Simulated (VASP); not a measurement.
Input of a VASP 6.6.1 run:

Contents of INCAR:

```
SYSTEM = Cl
PREC = Accurate
ENCUT = 520
EDIFF = 1E-7
ISMEAR = 0
SIGMA = 0.02
LREAL = .False.
LASPH = .True.
NELM = 60
ALGO = Normal
ISIF = 2
LWAVE = .False.
LCHARG = .True.
GGA = PE
IVDW = 12
LELF = .True.
LVHAR = .True.
NBANDS = 38
```

File KPOINTS:

```
Automatic mesh
0
Gamma
  4 8 4
  0 0 0
```

Contents of POSCAR:

```
Cl
1.0
    6.5809427420      0.0000000000      0.0000000000
    0.0000000000      4.1240653391      0.0000000000
    0.0000000000      0.0000000000      7.9708123820
Cl
8
Direct
    0.5000000000      0.3722970767      0.1091078254
    0.5000000000      0.8722970767      0.3908921746
    0.5000000000      0.6277029233      0.8908921746
    0.5000000000      0.1277029233      0.6091078254
    0.0000000000      0.8722970767      0.1091078254
    0.0000000000      0.3722970767      0.3908921746
    0.0000000000      0.1277029233      0.8908921746
    0.0000000000      0.6277029233      0.6091078254
```

Potentials or basis: VASP PAW PBE potentials, release 64 (Cl).

Launch:

```bash
$ cat potpaw_PBE.64/Cl/POTCAR > POTCAR
$ mpirun -np 1 vasp_std > vasp.out
```

(1) What does it give for the largest force?

(2) Estimate the dispersion energy per atom.

(3) What does it give for the band gap on the k mesh?

(4) What does it give for the pressure?

## Answers

(1) 0.176 eV/Å.

(2) -0.164 eV.

(3) 2.35 eV.

(4) -0.3 GPa.
